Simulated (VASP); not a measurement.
# SnTe (F-43m) in VASP: further runs

SnTe is run at these levels: LDA, BLYP+D3(BJ), PBEsol+D3(BJ); tasks: relaxation of cell and atoms.

All numbers are computed with VASP 6.6.1; they aren't measurements. Logs are shortened: lines on timing, memory, paths and dates and some standing lists are left out, and cuts for length are marked.

**1. The cell of the first run**

It takes space group F-43m (No. 216, cubic). The conventional cell has a = 7.222 Å, b = 7.222 Å, c = 7.222 Å, α = 90.00°, β = 90.00°, γ = 90.00°. Sn (site symmetry -43m) has 4 Te at 3.13 Å within 4.1 Å. Te (site symmetry -43m) has 4 Sn at 3.13 Å within 4.1 Å.

**2. Relaxation of cell and atoms, LDA**

INCAR

```
SYSTEM = SnTe
PREC = Accurate
ENCUT = 500
EDIFF = 1E-7
ISMEAR = -1
SIGMA = 0.05
LREAL = .False.
LASPH = .True.
NELM = 120
ALGO = Normal
ISIF = 3
LWAVE = .False.
LCHARG = .False.
IBRION = 2
NSW = 80
EDIFFG = -0.01
GGA_COMPAT = .False.
NELMIN = 4
```

KPOINTS

```
regular mesh
0
Gamma
  4 4 4
  0 0 0
```

POSCAR

```
SnTe
1.0
    5.1069320000      0.0000000000      0.0000000000
    2.5534660000      4.4227328474      0.0000000000
    2.5534660000      1.4742442825      4.1697925170
Sn Te
1 1
Direct
    0.0000000000      0.0000000000      0.0000000000
    0.7500000000      0.7500000000      0.7500000000
```

Potentials or basis: VASP PAW LDA potentials, release 64 (Sn_d, Te).

Launch:

```console
> cat potpaw_LDA.64/Sn_d/POTCAR potpaw_LDA.64/Te/POTCAR > POTCAR
> mpirun -np 1 vasp_std > vasp.out
```

OUTCAR:

```text
SYSTEM = SnTe
   PREC = Accurate
   ENCUT = 500
   EDIFF = 1E-7
   ISMEAR = -1
   LREAL = .False.
   LASPH = .True.
   NELM = 120
   ISIF = 3
   IBRION = 2
   NSW = 80
   EDIFFG = -0.01
   NELMIN = 4

 ion  position               nearest neighbor table
   1  0.000  0.000  0.000-   2 3.13   2 3.13   2 3.13   2 3.13
   2  0.750  0.750  0.750-   1 3.13   1 3.13   1 3.13   1 3.13

  LATTYP: Found a face centered cubic cell.
 ALAT       =     7.2222924965

  Lattice vectors:

 A1 = (   5.1069320000,   0.0000000000,   0.0000000000)
 A2 = (   2.5534660000,   4.4227328474,   0.0000000000)
 A3 = (   2.5534660000,   1.4742442825,   4.1697925170)

Analysis of symmetry for initial positions (statically):
=====================================================================
 Subroutine PRICEL returns:
 Original cell was already a primitive cell.

 Routine SETGRP: Setting up the symmetry group for a
 face centered cubic supercell.

 Subroutine GETGRP returns: Found 24 space group operations
 (whereof 24 operations were pure point group operations)
 out of a pool of 48 trial point group operations.

The static configuration has the point symmetry T_d .

Analysis of symmetry for dynamics (positions and initial velocities):
=====================================================================
 Subroutine PRICEL returns:
 Original cell was already a primitive cell.

 Routine SETGRP: Setting up the symmetry group for a
 face centered cubic supercell.

 Subroutine GETGRP returns: Found 24 space group operations
 (whereof 24 operations were pure point group operations)
 out of a pool of 48 trial point group operations.

The dynamic configuration has the point symmetry T_d .

 Subroutine INISYM returns: Found 24 space group operations
 (whereof 24 operations are pure point group operations),
 and found     1 'primitive' translations

----------------------------------------------------------------------------------------

                                     Primitive cell

  volume of cell :      94.1814

  direct lattice vectors                    reciprocal lattice vectors
     5.106932000  0.000000000  0.000000000     0.195812280 -0.113052273 -0.079940029
     2.553466000  4.422732847  0.000000000     0.000000000  0.226104545 -0.079940029
     2.553466000  1.474244282  4.169792517     0.000000000  0.000000000  0.239820086

  length of vectors
     5.106932000  5.106932000  5.106932000     0.239820086  0.239820086  0.239820086

  position of ions in fractional coordinates (direct lattice)
[... 58 lines left out ...]
   LSORBIT =      F    spin-orbit coupling
   LASPH  =      T    aspherical Exc in radial PAW
   ENCUT  =  500.0 eV  36.75 Ry    6.06 a.u.   9.31  9.31  9.31*2*pi/ulx,y,z
   NELM   =    120;   NELMIN=  4; NELMDL= -5     # of ELM steps
   EDIFF  = 0.1E-06   stopping-criterion for ELM
   LREAL  =      F    real-space projection
   EDIFFG = -.1E-01   stopping-criterion for IOM
   NSW    =     80    number of steps for IOM
   IBRION =      2    ionic relax: 0-MD 1-quasi-New 2-CG
   NFREE  =      1    steps in history (QN), initial steepest desc. (CG)
   ISIF   =      3    stress and relaxation
   ISYM   =      2    0-nonsym 1-usesym 2-fastsym
   POTIM  = 0.5000    time-step for ionic-motion
   TEBEG  =    0.0;   TEEND  =   0.0 temperature during run
   PSTRESS=    0.0 pullay stress
   NELECT =      20.0000    total number of electrons
   NUPDOWN=      -1.0000    fix difference up-down
   EMIN   =  10.00;   EMAX   =-10.00  energy-range for DOS
   EFERMI =   0.00;   METHOD = LEGACY
   ISMEAR =    -1;   SIGMA  =   0.05  broadening in eV -4-tet -1-fermi 0-gaus
   EFERMI_NEDOS =   21; number of points for ismear=-14 and -15
   IALGO  =     38    algorithm
   IMIX   =      4    mixing-type and parameters
     AMIX     =   0.40;   BMIX     =  1.00
     AMIX_MAG =   1.60;   BMIX_MAG =  1.00
  volume/ion in A,a.u.               =      47.09       317.78
  Fermi-wavevector in a.u.,A,eV,Ry     =   0.976704  1.845703 12.979294  0.953951
  Thomas-Fermi vector in A             =   2.107344
   LORBIT       =      0    0 simple, 1 ext, 2 COOP (PROOUT), +10 PAW based schemes
   GGA     = CA    functional components
   LHFCALC =     F    Hartree Fock is set to
   AEXX    =    0.0000 exact exchange contribution
   IVDW    =     0    specifies the selected vdW correction
   LEPSILON=     F    determine dielectric tensor
   LRPA    =     F    only Hartree local field effects (RPA)
 conjugate gradient relaxation of ions
 non-spin polarized calculation
  energy-cutoff  :      500.00
  volume of cell :       94.18
 maximum number of plane-waves:      2421
 NGX is ok and might be reduce to    40
   NGX = 19   NGY = 19   NGZ = 19

--------------------------------------- Ionic step        1  -------------------------------------------

 number of electron      19.9999999 magnetization

 Free energy of the ion-electron system (eV)
  ---------------------------------------------------
  ext. energy  EPLUGINS =         0.00000000
  ---------------------------------------------------
  free energy    TOTEN  =        -8.01342690 eV

  energy without entropy =       -8.00405818  energy(sigma->0) =       -8.00874254

------------------------ aborting loop because EDIFF is reached ----------------------------------------

  FORCE on cell =-STRESS in cart. coord.  units (eV):
  Direction    XX          YY          ZZ          XY          YZ          ZX
  --------------------------------------------------------------------------------------
  -------------------------------------------------------------------------------------
  Total       -1.4769107     -1.4769107     -1.4769107      0.0000000     -0.0000000      0.0000000
  in kB      -25.1246247    -25.1246247    -25.1246247      0.0000000     -0.0000000      0.0000000
  external PRESSURE =     -25.1246247 kB  Pullay stress =       0.0000000 kB
[... 59 lines left out ...]
--------------------------------------- Ionic step        3  -------------------------------------------

 number of electron      19.9999997 magnetization

 Free energy of the ion-electron system (eV)
  ---------------------------------------------------
  ext. energy  EPLUGINS =         0.00000000
  ---------------------------------------------------
  free energy    TOTEN  =        -8.10840980 eV

  energy without entropy =       -8.09787232  energy(sigma->0) =       -8.10314106

 E-fermi :   4.1029     XC(G=0):  -8.3238

 val. band max:        3.8313487808   @ k =   0.5000   0.5000  -0.0000
 cond. band min:       4.1435115414   @ k =   0.2500   0.2500  -0.0000
 fundamental gap:      0.3121627606
 Fermi energy:         4.1029379431

 k-point     1 :       0.0000    0.0000    0.0000
  band No.  band energies     occupation
      1     -17.6946      2.00000
      2     -17.6946      2.00000
      3     -17.6946      2.00000
      4     -17.6747      2.00000
      5     -17.6747      2.00000
      6      -8.2835      2.00000
      7      -0.9052      2.00000
      8       1.7697      2.00000
      9       1.7697      2.00000
     10       1.7697      2.00000
     11       4.9128      0.00000
     12       4.9128      0.00000
     13       4.9128      0.00000
     14       7.9249      0.00000
[... 146 lines left out ...]
  FREE ENERGIE OF THE ION-ELECTRON SYSTEM (eV)
  ---------------------------------------------------
  free  energy   TOTEN  =        -8.1084097956 eV

  energy  without entropy=       -8.0978723183  energy(sigma->0) =       -8.10314106

 reached required accuracy - stopping structural energy minimisation
```

CONTCAR:

```text
SnTe
   1.00000000000000
     4.9003563031589126    0.0000000000000000    0.0000000000000000
     2.4501781515794563    4.2438330461311056   -0.0000000000014301
     2.4501781515794563    1.4146110154076721    4.0011241668297020
  Sn              Te
     1     1
Direct
     0.0000000000000000    0.0000000000000000    0.0000000000000000
     0.7500000000000000    0.7500000000000000    0.7500000000000000

  0.00000000E+00  0.00000000E+00  0.00000000E+00
  0.00000000E+00  0.00000000E+00  0.00000000E+00
```

Run time: 26 s. Hardware: 1 thread of Intel Xeon 6975P-C, shared host; peak memory 0.2 GiB.

What came out:

```
Free energy                            : -8.1084 eV
Relaxed volume                         : 41.60 Å³/atom
Relaxed cell                           : a = 4.900 Å, b = 4.900 Å, c = 4.900 Å, α = 60.00°, β = 60.00°, γ = 60.00°
Space group after relaxing (to 0.05 Å) : F-43m (No. 216)
Energy gained by relaxing              : 47.5 meV/atom
Ionic steps                            : 3
Pressure after relaxing                : 0.0 GPa
Band gap on the k mesh                 : zero (band 10 reaches 4.17 eV, above the bottom of band 11 at 3.83 eV)
```

Step by step:
```tsv
step	energy change (eV)	largest force (eV/Å)	pressure (GPa)	volume (Å³)
1	0.0000	0.0000	-2.51	94.18
2	-0.0934	0.0000	-0.39	84.47
3	-0.0950	0.0000	-0.02	83.21
```

Final structure:
```
CELL_PARAMETERS angstrom
4.90036 0.00000 0.00000
2.45018 4.24383 0.00000
2.45018 1.41461 4.00112
ATOMIC_POSITIONS crystal
Sn 0.00000 0.00000 0.00000
Te 0.75000 0.75000 0.75000
```

Caveat: the k points lie up to 0.39 Å⁻¹ apart in the final cell; spin-orbit coupling is left out, which moves the levels of the heavy elements.

**3. Relaxation of cell and atoms, BLYP+D3(BJ)**

INCAR

```
SYSTEM = SnTe
  PREC = Accurate
  ENCUT = 500
  EDIFF = 1E-7
  ISMEAR = -1
  SIGMA = 0.05
  LREAL = .FALSE.
  LASPH = .TRUE.
  NELM = 120
  ALGO = Normal
  ISIF = 3
  LWAVE = .FALSE.
  LCHARG = .FALSE.
  GGA = B5
  ALDAX = 1.0
  AGGAX = 1.0
  AGGAC = 1.0
  ALDAC = 0.0
  IVDW = 12
  VDW_S6 = 1.0
  VDW_S8 = 2.6996
  VDW_A1 = 0.4298
  VDW_A2 = 4.2359
  IBRION = 2
  NSW = 80
  EDIFFG = -0.01
  GGA_COMPAT = .FALSE.
  NELMIN = 4
```

KPOINTS

```
Automatic mesh
0
G
  4 4 4
  0 0 0
```

POSCAR is that of step 2.

Potentials or basis: VASP PAW PBE potentials, release 64 (Sn_d, Te).

Launch:

```console
> cat potpaw_PBE.64/Sn_d/POTCAR potpaw_PBE.64/Te/POTCAR > POTCAR
> mpirun -np 1 vasp_std > vasp.out
```

Wall time 84 s (1 thread of Intel Xeon 6975P-C, shared host); peak memory 0.26 GiB.

It converged, with:

```
Free energy                            : -7.3637 eV
Relaxed volume                         : 45.73 Å³/atom
Relaxed cell                           : a = 5.057 Å, b = 5.057 Å, c = 5.057 Å, α = 60.00°, β = 60.00°, γ = 60.00°
Space group after relaxing (to 0.05 Å) : F-43m (No. 216)
Energy gained by relaxing              : 3.9 meV/atom
Ionic steps                            : 3
Pressure after relaxing                : 0.0 GPa
Band gap on the k mesh                 : 0.08 eV, indirect (least direct gap 0.80 eV)
Dispersion energy per atom             : -0.639 eV
```

Step by step:
| step | energy change (eV) | largest force (eV/Å) | pressure (GPa) | volume (Å³) |
| --- | --- | --- | --- | --- |
| 1 | 0.0000 | 0.0000 | -0.85 | 94.18 |
| 2 | -0.0073 | 0.0000 | 0.26 | 90.82 |
| 3 | -0.0078 | 0.0000 | 0.00 | 91.45 |

Final structure:
```xyz
2
Lattice="5.0571 0.0000 0.0000 2.5286 4.3796 0.0000 2.5286 1.4599 4.1291" Properties=species:S:1:pos:R:3 pbc="T T T"
Sn    0.0000    0.0000    0.0000
Te    7.5857    4.3796    3.0968
```

Levels at points of the mesh, in eV from the valence-band top:
```
           k point  band 6  band 7  band 8  band 9  band 10  band 11  band 12  band 13  band 14
(0.00, 0.00, 0.00)  -11.73   -5.24   -2.01   -2.01    -2.01     0.95     0.95     0.95     4.25
(0.50, 0.00, 0.00)  -11.16   -7.15   -2.56   -2.56    -2.11     1.77     1.77     3.44     5.79
(0.50, 0.50, 0.00)  -10.92   -7.53   -3.24   -3.24    -0.72     0.08     3.90     3.90     5.55
```

Caveat: the PAW data sets were made with another functional, which shifts forces and pressure a little; spin-orbit coupling is left out, which moves the levels of the heavy elements. A k mesh can miss the band edges.

**4. Relaxation of cell and atoms, PBEsol+D3(BJ)**

INCAR

```
SYSTEM = SnTe
PREC     = Accurate       ! precision mode
ENCUT    = 500            ! plane-wave cutoff, eV
EDIFF    = 1E-7           ! SCF threshold, eV
ISMEAR   = -1             ! smearing method
SIGMA    = 0.05           ! smearing width, eV
LREAL    = .False.        ! projectors in reciprocal space
LASPH    = .True.         ! aspherical terms in the spheres
NELM     = 120            ! most SCF steps
ALGO     = Normal         ! electronic algorithm
ISIF     = 3              ! what is computed and relaxed
LWAVE    = .False.        ! write WAVECAR
LCHARG   = .False.        ! write CHGCAR
GGA      = PS             ! functional
IVDW     = 12             ! dispersion correction
IBRION   = 2              ! ionic algorithm
NSW      = 80             ! ionic steps
EDIFFG   = -0.01          ! ionic threshold
GGA_COMPAT= .False.      
NELMIN   = 4
```

KPOINTS

```
Automatic mesh
0
Gamma
  4 4 4
  0 0 0
```

POSCAR is that of step 3.

Launch:

```console
> cat potpaw_PBE.64/Sn_d/POTCAR potpaw_PBE.64/Te/POTCAR > POTCAR
> mpirun -np 1 vasp_std > vasp.out
```

Run time: 48 s. Hardware: 1 thread of Intel Xeon 6975P-C, shared host; peak memory 0.25 GiB.

The run converged. Its results:

| Quantity | Value |
| --- | --- |
| Free energy | -8.2711 eV |
| Relaxed volume | 42.38 Å³/atom |
| Relaxed cell | a = 4.931 Å, b = 4.931 Å, c = 4.931 Å, α = 60.00°, β = 60.00°, γ = 60.00° |
| Space group after relaxing (to 0.05 Å) | F-43m (No. 216) |
| Energy gained by relaxing | 41.3 meV/atom |
| Ionic steps | 4 |
| Pressure after relaxing | 0.0 GPa |
| Band gap on the k mesh | zero (band 10 reaches 4.09 eV, above the bottom of band 11 at 3.81 eV) |
| Dispersion energy per atom | -0.304 eV |

The path:
```csv
step,energy change (eV),largest force (eV/Å),pressure (GPa),volume (Å³)
1,0.0000,0.0000,-2.60,94.18
2,-0.0823,0.0000,0.15,84.13
3,-0.0826,0.0000,0.04,84.57
4,-0.0826,0.0000,-0.01,84.76
```

Final structure:
```cif
data_structure
_symmetry_space_group_name_H-M 'P 1'
_symmetry_Int_Tables_number 1
_cell_length_a 4.9306
_cell_length_b 4.9306
_cell_length_c 4.9306
_cell_angle_alpha 60.000
_cell_angle_beta 60.000
_cell_angle_gamma 60.000
_cell_volume 84.76
loop_
_atom_site_label
_atom_site_type_symbol
_atom_site_fract_x
_atom_site_fract_y
_atom_site_fract_z
_atom_site_occupancy
Sn1 Sn 0.00000 0.00000 0.00000 1
Te1 Te 0.75000 0.75000 0.75000 1
```

Levels at points of the mesh, in eV from the Fermi level:
```
           k point  band 6  band 7  band 8  band 9  band 10  band 11  band 12  band 13  band 14
(0.00, 0.00, 0.00)  -12.28   -5.01   -2.32   -2.32    -2.32     0.82     0.82     0.82     3.83
(0.50, 0.00, 0.00)  -11.61   -7.42   -2.93   -2.93    -2.30     1.67     1.67     3.65     5.40
(0.50, 0.50, 0.00)  -11.33   -7.82   -3.68   -3.68    -0.89    -0.24     4.18     4.18     5.38
```

Caveat: the k points lie up to 0.39 Å⁻¹ apart in the final cell; the PAW data sets were made with another functional, which shifts forces and pressure a little; spin-orbit coupling is left out, which moves the levels of the heavy elements; pairwise dispersion overbinds metals, which lowers pressure and volume.

**5. Overview**

| level | potentials or basis | gap on the mesh (eV) | pressure (GPa) | relaxed volume (Å³/atom) |
| --- | --- | --- | --- | --- |
| LDA | VASP PAW LDA potentials, release 64 (Sn_d, Te) | none | 0.0 | 41.60 |
| BLYP+D3(BJ) | VASP PAW PBE potentials, release 64 (Sn_d, Te) | 0.08 | 0.0 | 45.73 |
| PBEsol+D3(BJ) | VASP PAW PBE potentials, release 64 (Sn_d, Te) | none | 0.0 | 42.38 |

Alike in all rows: task relaxation of cell and atoms; no spin polarisation; cell relaxed; k mesh 4 × 4 × 4; cutoff (eV) 500; smearing fermi-dirac 0.05 eV.

Caveats: some runs use coarse meshes; spin-orbit coupling is left out, which moves the levels of the heavy elements; the PAW data sets were made with another functional, which shifts forces and pressure a little (some runs); pairwise dispersion overbinds metals, which lowers pressure and volume (some runs).

Total energies depend on the potentials used, so only differences within one code and one set of settings carry meaning.
